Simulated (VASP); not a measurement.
# Al7Co8 in VASP: a series of runs, part 2 of 2

VASP 6.6.1.

### Step 3. Single point, PBE, collinear spin, ferromagnetic start

Contents of INCAR:

```
SYSTEM = Al7Co8
  PREC = Accurate
  ENCUT = 520
  EDIFF = 1E-6
  ISMEAR = 0
  SIGMA = 0.1
  LREAL = Auto
  LASPH = .TRUE.
  NELM = 150
  ALGO = Normal
  ISIF = 2
  LWAVE = .FALSE.
  LCHARG = .FALSE.
  ISPIN = 2
  MAGMOM = 0 0 0 0 0 0 0 3 3 3 3 3 3 3 3
  LORBIT = 11
  LMAXMIX = 4
  GGA = PE
  NBANDS = 64
  ISYM = 0
```

Contents of KPOINTS:

```
Automatic mesh
0
Gamma
  3 2 2
  0 0.5 0.5
```

Contents of POSCAR:

```
Al7Co8
1.0
   -0.0003652104      0.0006620054     -5.6631252436
    5.6409063323      0.0073228699     -2.8311974114
   -0.0071744723     -5.6406837974     -2.8309006163
Al Co
7 8
Direct
    0.5005031190      0.4987591116      0.4998143798
    0.9980287235      0.5022429381      0.4992325634
    0.2493272940      0.5005074106      0.9994698096
    0.7492750673      0.5005297108      0.9994640992
    0.7491130921      0.0005112192      0.4994990861
    0.5005210663      0.0007822407      0.9977425615
    0.9980598552      1.0001962034      0.0012273798
    0.4925534737      0.2473721542      0.2535901290
    0.0061822044      0.2461334461      0.2528593624
    0.2466343711      0.2459744238      0.7450290066
    0.7605712233      0.2459523054      0.7449476105
    0.2516687586      0.7551848406      0.2542179483
    0.7381744602      0.7548288515      0.2538357985
    0.4923842440      0.7547720288      0.7462658656
    0.0061015178      0.7538251782      0.7451890344
```

Potentials or basis: VASP PAW PBE potentials, release 64 (Al, Co).

Command:

```sh
$ cat potpaw_PBE.64/Al/POTCAR potpaw_PBE.64/Co/POTCAR > POTCAR
$ mpirun -np 1 vasp_std > vasp.out
```

OUTCAR:

```text
SYSTEM = Al7Co8
   PREC = Accurate
   ENCUT = 520
   EDIFF = 1E-6
   ISMEAR = 0
   LREAL = Auto
   LASPH = .TRUE.
   NELM = 150
   ISIF = 2
   ISPIN = 2
   LORBIT = 11
   GGA = PE
   ISYM = 0

 ion  position               nearest neighbor table
   1  0.501  0.499  0.500-  15 2.43  14 2.43  13 2.43  12 2.43   8 2.46  11 2.46   9 2.46  10 2.47
                             5 2.81   3 2.82   4 2.82   2 2.83   2 2.84
   2  0.998  0.502  0.499-   8 2.43   9 2.43  11 2.43  10 2.43  15 2.46  13 2.46  14 2.46  12 2.47
                             5 2.81   3 2.82   4 2.82   1 2.83   1 2.84
   3  0.249  0.501  0.999-   8 2.45  14 2.45  15 2.45   9 2.45  13 2.49  11 2.50  10 2.50  12 2.50
                             1 2.82   7 2.82   6 2.82   2 2.82   4 2.83   4 2.83
   4  0.749  0.501  0.999-  13 2.45  10 2.45  11 2.45  12 2.45   8 2.49  14 2.49  15 2.49   9 2.49
                             2 2.82   6 2.82   7 2.82   1 2.82   3 2.83   3 2.83
   5  0.749  0.001  0.499-  11 2.44  13 2.44  12 2.44  10 2.44  14 2.44   8 2.44  15 2.44   9 2.44
                             6 2.81   1 2.81   7 2.81   2 2.81
   6  0.501  0.001  0.998-   9 2.43   8 2.43  13 2.43  12 2.43  14 2.46  15 2.46  11 2.46  10 2.47
                             5 2.81   3 2.82   4 2.82   7 2.83   7 2.84
   7  0.998  0.000  0.001-  14 2.43  15 2.43  11 2.43  10 2.43   9 2.46   8 2.46  13 2.46  12 2.47
                             5 2.81   3 2.82   4 2.82   6 2.83   6 2.84
   8  0.493  0.247  0.254-   2 2.43   6 2.43   5 2.44   3 2.45   1 2.46   7 2.46   4 2.49   9 2.76
                            10 2.77  13 2.78  12 2.87  11 2.87   9 2.90
   9  0.006  0.246  0.253-   6 2.43   2 2.43   5 2.44   3 2.45   7 2.46   1 2.46   4 2.49   8 2.76
                            12 2.77  11 2.78  10 2.87  13 2.87   8 2.90
  10  0.247  0.246  0.745-   7 2.43   2 2.43   5 2.44   4 2.45   6 2.47   1 2.47   3 2.50  11 2.75
                            14 2.77   8 2.77   9 2.87  15 2.87  11 2.91
  11  0.761  0.246  0.745-   7 2.43   2 2.43   5 2.44   4 2.45   1 2.46   6 2.46   3 2.50  10 2.75
                             9 2.78  15 2.78   8 2.87  14 2.87  10 2.91
  12  0.252  0.755  0.254-   1 2.43   6 2.43   5 2.44   4 2.45   7 2.47   2 2.47   3 2.50  13 2.75
                             9 2.77  15 2.77   8 2.87  14 2.87  13 2.91
  13  0.738  0.755  0.254-   6 2.43   1 2.43   5 2.44   4 2.45   2 2.46   7 2.46   3 2.49  12 2.75
                            14 2.78   8 2.78  15 2.87   9 2.87  12 2.91
  14  0.492  0.755  0.746-   7 2.43   1 2.43   5 2.44   3 2.45   6 2.46   2 2.46   4 2.49  15 2.76
                            10 2.77  13 2.78  12 2.87  11 2.87  15 2.90
  15  0.006  0.754  0.745-   1 2.43   7 2.43   5 2.44   3 2.45   2 2.46   6 2.46   4 2.49  14 2.76
                            12 2.77  11 2.78  10 2.87  13 2.87  14 2.90

IMPORTANT INFORMATION: All symmetrisations will be switched off!
NOSYMM: (Re-)initialisation of all symmetry stuff for point group C_1.
[... 918 lines left out ...]
 -----------------------------------------------------------------------------------
      2.80968     -2.81531     -5.66142         0.009922      0.000358      0.001634
      2.82916     -2.81167     -8.48719        -0.012182      0.003763     -0.002457
      2.81605     -5.63386     -5.65841        -0.001292     -0.002058      0.003469
      2.81600     -5.63350     -8.48972        -0.001344     -0.002207      0.002788
     -0.00097     -2.81702     -5.65780         0.000244      0.000996      0.001727
     -0.00293     -5.62761     -5.66124         0.003327     -0.013213      0.000821
      0.00073     -0.00626     -5.65617         0.000372      0.010153     -0.000086
      1.39340     -1.42828     -4.20764        -0.011042     -0.006203      0.002980
      1.38660     -1.42449     -1.44768         0.006925     -0.000378      0.001518
      1.38208     -4.20051     -4.20223        -0.003742      0.008445     -0.000694
      1.38177     -4.19971     -7.11242         0.006638     -0.006956     -0.003497
      4.25801     -1.42827     -4.28297        -0.003460      0.005503     -0.004964
      4.25583     -1.42579     -7.03603         0.004221     -0.003279     -0.001704
      4.25206     -4.20360     -7.03795        -0.001307      0.008483     -0.001420
      4.24691     -4.19785     -4.27834         0.002719     -0.003407     -0.000114
 -----------------------------------------------------------------------------------
    total drift:                               -0.000429     -0.001300      0.007073

  FREE ENERGIE OF THE ION-ELECTRON SYSTEM (eV)
  ---------------------------------------------------
  free  energy   TOTEN  =       -88.7761303285 eV

  energy  without entropy=      -88.7401087891  energy(sigma->0) =      -88.75811956

 total charge

# of ion       s       p       d       tot
------------------------------------------
    1        0.409   0.436   0.000   0.845
    2        0.409   0.436   0.000   0.845
    3        0.395   0.430   0.000   0.825
    4        0.396   0.430   0.000   0.826
    5        0.414   0.438   0.000   0.852
    6        0.409   0.436   0.000   0.845
    7        0.409   0.436   0.000   0.845
    8        0.433   0.473   7.485   8.391
    9        0.433   0.473   7.484   8.390
   10        0.433   0.472   7.480   8.385
   11        0.433   0.472   7.484   8.389
   12        0.433   0.472   7.479   8.384
   13        0.433   0.472   7.484   8.389
   14        0.433   0.473   7.485   8.391
   15        0.433   0.473   7.484   8.391
--------------------------------------------------
tot          6.306   6.823  59.864  72.994

 magnetization (x)

# of ion       s       p       d       tot
------------------------------------------
    1       -0.000   0.000   0.000   0.000
    2       -0.000   0.000   0.000   0.000
    3       -0.000   0.000   0.000  -0.000
    4       -0.000   0.000   0.000  -0.000
    5       -0.000   0.000   0.000   0.000
    6       -0.000   0.000   0.000   0.000
    7       -0.000   0.000   0.000   0.000
    8       -0.000  -0.000  -0.000  -0.000
    9       -0.000  -0.000  -0.000  -0.000
   10       -0.000  -0.000  -0.000  -0.000
   11        0.000   0.000   0.000   0.000
   12       -0.000  -0.000  -0.000  -0.000
   13        0.000   0.000   0.000   0.000
   14       -0.000  -0.000  -0.000  -0.000
   15       -0.000  -0.000  -0.000  -0.000
--------------------------------------------------
tot         -0.000   0.000  -0.000  -0.000
```

It took 12 min on 1 thread of Intel Xeon 8259CL, shared host; peak memory 0.41 GiB.

What came out:

```
Free energy                                           : -88.7761 eV
Pressure                                              : -0.1 GPa
Largest force                                         : 0.014 eV/Å
Net moment                                            : 0.00 μB per cell
Valence electrons inside the program's atomic spheres : Al 0.84, 0.82, 0.83, 0.85; Co 8.39, 8.38
```

Forces in eV/Å, atoms in the order of the input:
```
Al   0.010  0.000  0.002
Al  -0.012  0.004 -0.002
Al  -0.001 -0.002  0.003
Al  -0.001 -0.002  0.003
Al   0.000  0.001  0.002
Al   0.003 -0.013  0.001
Al   0.000  0.010  0.000
Co  -0.011 -0.006  0.003
Co   0.007  0.000  0.002
Co  -0.004  0.008 -0.001
Co   0.007 -0.007 -0.003
Co  -0.003  0.006 -0.005
Co   0.004 -0.003 -0.002
Co  -0.001  0.008 -0.001
Co   0.003 -0.003  0.000
```

Stress tensor (GPa, compression positive):
```
-0.15  0.00  0.00
 0.00 -0.15  0.00
 0.00  0.00 -0.07
```

Caveat: the k points lie up to 0.56 Å⁻¹ apart; the starting moments collapsed, and a magnetic state may lie lower.

### Step 4. Single point, PBE

Contents of INCAR:

```
SYSTEM = Al7Co8
PREC     = Accurate       ! precision mode
ENCUT    = 520            ! plane-wave cutoff, eV
EDIFF    = 1E-6           ! SCF threshold, eV
ISMEAR   = 0              ! smearing method
SIGMA    = 0.1            ! smearing width, eV
LREAL    = Auto         
LASPH    = .True.         ! aspherical terms in the spheres
NELM     = 100            ! most SCF steps
ALGO     = Fast           ! electronic algorithm
ISIF     = 2              ! what is computed and relaxed
LWAVE    = .False.        ! write WAVECAR
LCHARG   = .False.        ! write CHGCAR
GGA      = PE             ! functional
NBANDS   = 60             ! bands
ISYM     = 0
```

Contents of KPOINTS:

```
Automatic mesh
0
Gamma
  5 4 4
  0 0 0
```

Contents of POSCAR:

```
Al7Co8
1.0
   -0.0004384901      0.0006221897     -5.6585954466
    5.6414632228      0.0043216562     -2.8288601481
   -0.0042297319     -5.6413799246     -2.8286762693
Al Co
7 8
Direct
    0.5000453185      0.4991851757      0.4997231756
    0.9985019156      0.5018163879      0.4992874077
    0.2492956488      0.5005049036      0.9994852509
    0.7492775554      0.5005170052      0.9994815004
    0.7491697261      0.0005108024      0.4994918522
    0.5000510702      0.0007165142      0.9981752804
    0.9985130759      0.0002782184      0.0008063097
    0.4931447545      0.2467590275      0.2536334999
    0.0055136540      0.2462079654      0.2533697992
    0.2473030073      0.2459726241      0.7449937371
    0.7600922380      0.2459952426      0.7449847871
    0.2511232528      0.7551142475      0.2541275637
    0.7385595637      0.7548998920      0.2538958226
    0.4930463504      0.7547424874      0.7456923096
    0.0054613393      0.7543515688      0.7452363386
```

Command:

```sh
$ cat potpaw_PBE.64/Al/POTCAR potpaw_PBE.64/Co/POTCAR > POTCAR
$ mpirun -np 1 vasp_std > vasp.out
```

Wall time 25 min (1 thread of Intel Xeon 8259CL, shared host); peak memory 0.48 GiB.

Results (log left out):

```yaml
Free_energy: -88.8666 eV
Pressure: 0.0 GPa
Largest_force: 0.040 eV/Å
```

Forces on the atoms (eV/Å):
```
Al   0.023  0.003  0.007
Al  -0.023 -0.002 -0.008
Al   0.000 -0.001  0.002
Al   0.000 -0.001  0.002
Al   0.000 -0.001  0.001
Al  -0.002 -0.023  0.007
Al   0.003  0.023 -0.006
Co  -0.029 -0.005 -0.026
Co   0.001 -0.024  0.028
Co  -0.001  0.004 -0.038
Co  -0.002  0.001  0.023
Co  -0.003  0.004  0.034
Co   0.007 -0.006 -0.025
Co   0.001  0.028 -0.028
Co   0.026  0.001  0.027
```

Stress tensor (GPa, compression positive):
```
-0.03 -0.13  0.01
-0.13 -0.03  0.00
 0.01  0.00 -0.04
```

Levels at points of the mesh, in eV from the Fermi level:
```tsv
k point	band 43	band 44	band 45	band 46	band 47	band 48	band 49	band 50	band 51	band 52
(0.00, 0.00, 0.00)	-0.24	-0.11	-0.07	0.17	0.17	0.30	0.35	0.81	0.83	0.83
(0.00, 0.50, 0.00)	-0.23	-0.21	0.32	0.32	0.62	0.67	0.67	0.85	1.02	1.10
(0.00, 0.00, 0.50)	-0.23	-0.21	0.32	0.32	0.62	0.67	0.67	0.85	1.02	1.10
(0.00, 0.50, 0.50)	-0.53	-0.17	-0.14	0.30	0.30	0.34	0.34	0.86	2.30	2.43
```

Spin polarisation is off, so any magnetic state and its effect on volume and gap are missing.
